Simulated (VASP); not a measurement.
# ZrC (Fm-3m) in VASP: electric field gradients with r2SCAN

Aim: the electric field gradients of ZrC with r2SCAN.

Everything below comes from runs of VASP 6.6.1. Logs are shortened: lines on timing, memory, paths and dates and some standing lists are left out, and cuts for length are marked.

## 1. The cell of the first run

Symmetry: Fm-3m, No. 225, cubic system. Conventional cell: a = 4.730 Å, b = 4.730 Å, c = 4.730 Å, α = 90.00°, β = 90.00°, γ = 90.00°. Within 3.1 Å of Zr (site symmetry m-3m) lie 6 C at 2.37 Å. C (site symmetry m-3m) has 6 Zr at 2.37 Å within 3.1 Å.

## 2. Electric field gradients, r2SCAN

File POSCAR:

```
ZrC
1.0
    0.0000000000      2.3650000000      2.3650000000
    2.3650000000      0.0000000000      2.3650000000
    2.3650000000      2.3650000000      0.0000000000
Zr C
1 1
Direct
    0.5000000000      0.5000000000      0.5000000000
    0.0000000000      0.0000000000      0.0000000000
```

File INCAR.step1:

```
ALGO = Normal
EDIFF = 1E-4
ENCUT = 520
GGA = PE
ISMEAR = -1
LASPH = True
LCHARG = False
LREAL = False
LWAVE = True
NBANDS = 15
NELM = 80
PREC = Accurate
SIGMA = 0.05
```

File INCAR.step2:

```
ALGO = Normal
EDIFF = 1E-8
ENCUT = 520
ISIF = 2
ISMEAR = -1
ISTART = 1
LASPH = True
LCHARG = False
LEFG = True
LMIXTAU = True
LREAL = False
LWAVE = False
METAGGA = R2SCAN
NBANDS = 15
NELM = 80
PREC = Accurate
SIGMA = 0.05
```

File KPOINTS:

```
k-points
0
Gamma
  11 11 11
```

Potentials or basis: VASP PAW PBE potentials, release 64 (Zr_sv, C).

The run is started by

```sh
> cat potpaw_PBE.64/Zr_sv/POTCAR potpaw_PBE.64/C/POTCAR > POTCAR
> cp INCAR.step1 INCAR
> mpirun -np 1 vasp_std > vasp.out
> cp INCAR.step2 INCAR
> mpirun -np 1 vasp_std > vasp.out
```

OUTCAR:

```text
EDIFF = 1E-8
   ENCUT = 520
   ISIF = 2
   ISMEAR = -1
   ISTART = 1
   LASPH = True
   LREAL = False
   METAGGA = R2SCAN
   NELM = 80
   PREC = Accurate

 ion  position               nearest neighbor table
   1  0.500  0.500  0.500-   2 2.37   2 2.37   2 2.37   2 2.37   2 2.37   2 2.37
   2  0.000  0.000  0.000-   1 2.37   1 2.37   1 2.37   1 2.37   1 2.37   1 2.37

  LATTYP: Found a face centered cubic cell.
 ALAT       =     4.7300000000

  Lattice vectors:

 A1 = (   0.0000000000,   2.3650000000,   2.3650000000)
 A2 = (   2.3650000000,   0.0000000000,   2.3650000000)
 A3 = (   2.3650000000,   2.3650000000,   0.0000000000)

Analysis of symmetry for initial positions (statically):
=====================================================================
 Subroutine PRICEL returns:
 Original cell was already a primitive cell.

 Routine SETGRP: Setting up the symmetry group for a
 face centered cubic supercell.

 Subroutine GETGRP returns: Found 48 space group operations
 (whereof 48 operations were pure point group operations)
 out of a pool of 48 trial point group operations.

The static configuration has the point symmetry O_h .

Analysis of symmetry for dynamics (positions and initial velocities):
=====================================================================
 Subroutine PRICEL returns:
 Original cell was already a primitive cell.

 Routine SETGRP: Setting up the symmetry group for a
 face centered cubic supercell.

 Subroutine GETGRP returns: Found 48 space group operations
 (whereof 48 operations were pure point group operations)
 out of a pool of 48 trial point group operations.

The dynamic configuration has the point symmetry O_h .

 Subroutine INISYM returns: Found 48 space group operations
 (whereof 48 operations are pure point group operations),
 and found     1 'primitive' translations

----------------------------------------------------------------------------------------

                                     Primitive cell

  volume of cell :      26.4560

  direct lattice vectors                    reciprocal lattice vectors
     0.000000000  2.365000000  2.365000000    -0.211416490  0.211416490  0.211416490
     2.365000000  0.000000000  2.365000000     0.211416490 -0.211416490  0.211416490
     2.365000000  2.365000000  0.000000000     0.211416490  0.211416490 -0.211416490

  length of vectors
     3.344615075  3.344615075  3.344615075     0.366184103  0.366184103  0.366184103

  position of ions in fractional coordinates (direct lattice)
     0.500000000  0.500000000  0.500000000
     0.000000000  0.000000000  0.000000000

  ion indices of the primitive-cell ions
   primitive index   ion index
                 1           1
                 2           2

----------------------------------------------------------------------------------------

 KPOINTS: k-points

Automatic generation of k-mesh.
 Grid dimensions read from file:
 generate k-points for:   11   11   11

 Generating k-lattice:

  Cartesian coordinates                     Fractional coordinates (reciprocal lattice)
    -0.019219681  0.019219681  0.019219681     0.090909091  0.000000000  0.000000000
     0.019219681 -0.019219681  0.019219681     0.000000000  0.090909091  0.000000000
     0.019219681  0.019219681 -0.019219681     0.000000000  0.000000000  0.090909091

  Length of vectors
     0.033289464  0.033289464  0.033289464

  Shift w.r.t. Gamma in fractional coordinates (k-lattice)
     0.000000000  0.000000000  0.000000000

 Subroutine IBZKPT returns following result:
 ===========================================

 Found     56 irreducible k-points:

 Following reciprocal coordinates:
            Coordinates               Weight
  0.000000  0.000000  0.000000      1.000000
  0.090909  0.000000  0.000000      8.000000
  0.181818  0.000000  0.000000      8.000000
  0.272727  0.000000  0.000000      8.000000
  0.363636  0.000000  0.000000      8.000000
  0.454545  0.000000  0.000000      8.000000
[... 16 lines left out ...]
 -0.272727  0.181818  0.000000     24.000000
 -0.181818  0.181818  0.000000     12.000000
 [... further k-points ...]
   k-points           NKPTS =     56   k-points in BZ     NKDIM =     56   number of bands    NBANDS=     15
   number of dos      NEDOS =    301   number of ions     NIONS =      2
   total plane-waves  NPLWV =  21952
   dimension x,y,z NGX =    28 NGY =   28 NGZ =   28
   dimension x,y,z NGXF=    56 NGYF=   56 NGZF=   56
   ions per type =               1   1
   NGX,Y,Z   is equivalent  to a cutoff of  13.92, 13.92, 13.92 a.u.
   NGXF,Y,Z  is equivalent  to a cutoff of  27.84, 27.84, 27.84 a.u.
 SYSTEM =  unknown system
   PREC   = accura    normal or accurate (medium, high low for compatibility)
   ISTART =      1    job   : 0-new  1-cont  2-samecut
   ICHARG =      0    charge: 1-file 2-atom 10-const
   ISPIN  =      1    spin polarized calculation?
   LNONCOLLINEAR =      F non collinear calculations
   LSORBIT =      F    spin-orbit coupling
   LASPH  =      T    aspherical Exc in radial PAW
   ENCUT  =  520.0 eV  38.22 Ry    6.18 a.u.   6.22  6.22  6.22*2*pi/ulx,y,z
   NELM   =     80;   NELMIN=  2; NELMDL=  0     # of ELM steps
   EDIFF  = 0.1E-07   stopping-criterion for ELM
   LREAL  =      F    real-space projection
   EDIFFG = 0.1E-06   stopping-criterion for IOM
   NSW    =      0    number of steps for IOM
   IBRION =     -1    ionic relax: 0-MD 1-quasi-New 2-CG
   NFREE  =      0    steps in history (QN), initial steepest desc. (CG)
   ISIF   =      2    stress and relaxation
   ISYM   =      2    0-nonsym 1-usesym 2-fastsym
   POTIM  = 0.5000    time-step for ionic-motion
   TEBEG  =    0.0;   TEEND  =   0.0 temperature during run
   PSTRESS=    0.0 pullay stress
   NELECT =      16.0000    total number of electrons
   NUPDOWN=      -1.0000    fix difference up-down
   EMIN   =  10.00;   EMAX   =-10.00  energy-range for DOS
   EFERMI =   0.00;   METHOD = LEGACY
   ISMEAR =    -1;   SIGMA  =   0.05  broadening in eV -4-tet -1-fermi 0-gaus
   EFERMI_NEDOS =   21; number of points for ismear=-14 and -15
   IALGO  =     38    algorithm
   IMIX   =      4    mixing-type and parameters
     AMIX     =   0.40;   BMIX     =  1.00
     AMIX_MAG =   1.60;   BMIX_MAG =  1.00
  volume/ion in A,a.u.               =      13.23        89.27
  Fermi-wavevector in a.u.,A,eV,Ry     =   1.384439  2.616209 26.077880  1.916670
  Thomas-Fermi vector in A             =   2.508943
   LORBIT       =      0    0 simple, 1 ext, 2 COOP (PROOUT), +10 PAW based schemes
   METAGGA = R2SCAN    functional components
   LHFCALC =     F    Hartree Fock is set to
   AEXX    =    0.0000 exact exchange contribution
   IVDW    =     0    specifies the selected vdW correction
   LEPSILON=     F    determine dielectric tensor
   LRPA    =     F    only Hartree local field effects (RPA)
 non-spin polarized calculation
  energy-cutoff  :      520.00
  volume of cell :       26.46
 maximum number of plane-waves:       725
 NGX is ok and might be reduce to    28
   NGX = 13   NGY = 13   NGZ = 13

 number of electron      16.0000000 magnetization

 Free energy of the ion-electron system (eV)
  ---------------------------------------------------
  ext. energy  EPLUGINS =         0.00000000
  ---------------------------------------------------
  free energy    TOTEN  =       -34.72236507 eV

  energy without entropy =      -34.72008728  energy(sigma->0) =      -34.72122617

 E-fermi :   9.4959     XC(G=0): -12.8396

 val. band max:        9.4644403018   @ k =   0.0909   0.0000   0.0000
 cond. band min:       9.6250109416   @ k =   0.0909   0.0909   0.0000
 fundamental gap:      0.1605706398
 Fermi energy:         9.4958680083

 k-point     1 :       0.0000    0.0000    0.0000
  band No.  band energies     occupation
      1     -40.4693      2.00000
      2     -17.4829      2.00000
      3     -17.4829      2.00000
      4     -17.4829      2.00000
      5      -2.5348      2.00000
      6      10.3550      0.00000
      7      10.3550      0.00000
      8      10.3550      0.00000
      9      10.7382      0.00000
     10      10.7382      0.00000
     11      10.7382      0.00000
     12      12.3405      0.00000
     13      12.3405      0.00000
     14      17.1621      0.00000
[... 401 lines left out ...]
      2     -17.9428      2.00000
      3     -17.6571      2.00000
      4     -17.5108      2.00000
      5      -0.9639      2.00000
      6       6.0393      2.00000
      7       7.0915      2.00000
      8       7.6996      2.00000
      9      11.9030      0.00000
     10      13.0798      0.00000
     11      13.6743      0.00000
     12      14.8332      0.00000
     13      18.3600      0.00000
     14      19.4795      0.00000
     15      23.4669      0.00000

 [... further k-points ...]

------------------------ aborting loop because EDIFF is reached ----------------------------------------

  FORCE on cell =-STRESS in cart. coord.  units (eV):
  Direction    XX          YY          ZZ          XY          YZ          ZX
  --------------------------------------------------------------------------------------
  -------------------------------------------------------------------------------------
  Total       -0.3931092     -0.3931092     -0.3931092      0.0000000     -0.0000000     -0.0000000
  in kB      -23.8067660    -23.8067660    -23.8067660      0.0000000     -0.0000000     -0.0000000
  external PRESSURE =     -23.8067660 kB  Pullay stress =       0.0000000 kB

 VOLUME and BASIS-vectors are now :
 -----------------------------------------------------------------------------
  energy-cutoff  :      520.00
  volume of cell :       26.46
      direct lattice vectors                 reciprocal lattice vectors
     0.000000000  2.365000000  2.365000000    -0.211416490  0.211416490  0.211416490
     2.365000000  0.000000000  2.365000000     0.211416490 -0.211416490  0.211416490
     2.365000000  2.365000000  0.000000000     0.211416490  0.211416490 -0.211416490

 POSITION                                       TOTAL-FORCE (eV/Angst)
 -----------------------------------------------------------------------------------
      2.36500      2.36500      2.36500         0.000000      0.000000     -0.000000
      0.00000      0.00000      0.00000        -0.000000     -0.000000      0.000000
 -----------------------------------------------------------------------------------
    total drift:                                0.000000      0.000000      0.000000

  FREE ENERGIE OF THE ION-ELECTRON SYSTEM (eV)
  ---------------------------------------------------
  free  energy   TOTEN  =       -34.7223650654 eV

  energy  without entropy=      -34.7200872770  energy(sigma->0) =      -34.72122617

 Electric field gradients (V/A^2)
---------------------------------------------------------------------
 ion       V_xx      V_yy      V_zz      V_xy      V_xz      V_yz
---------------------------------------------------------------------
   1      -0.000     0.000    -0.000    -0.000    -0.000    -0.000
   2      -0.000     0.000    -0.000    -0.000    -0.000    -0.000
---------------------------------------------------------------------

 Electric field gradients after diagonalization (V/A^2)
 (convention: |V_zz| > |V_xx| > |V_yy|)
----------------------------------------------------------------------
 ion       V_xx      V_yy      V_zz     asymmetry (V_yy - V_xx)/ V_zz
----------------------------------------------------------------------
   1       0.000     0.000    -0.000       0.000
   2       0.000     0.000    -0.000       0.000
----------------------------------------------------------------------

           NMR quadrupolar parameters

 Cq : quadrupolar parameter    Cq=e*Q*V_zz/h
 eta: asymmetry parameters     (V_yy - V_xx)/ V_zz
 Q  : nuclear electric quadrupole moment in mb (millibarn)
----------------------------------------------------------------------
 ion       Cq(MHz)       eta       Q (mb)
----------------------------------------------------------------------
   1      -0.000       0.000       1.000
   2      -0.000       0.000       1.000
----------------------------------------------------------------------
```

Wall time 2.5 min (1 thread of Intel Xeon Platinum 8375C at 2.90GHz (Ice Lake), shared host); peak memory 0.17 GiB.

Results:

```
Free energy                             : -34.7224 eV
Pressure                                : -2.4 GPa
Band gap on the k mesh                  : zero (bands 8 and 9 overlap by 1.32 eV)
Largest electric field gradient by atom : under 0.05 V/Å² on every atom
```

Caveat: the PAW data sets were made with another functional, which shifts forces and pressure a little.

The gap in the log of VASP goes by the Fermi energy; the results here count the filled bands.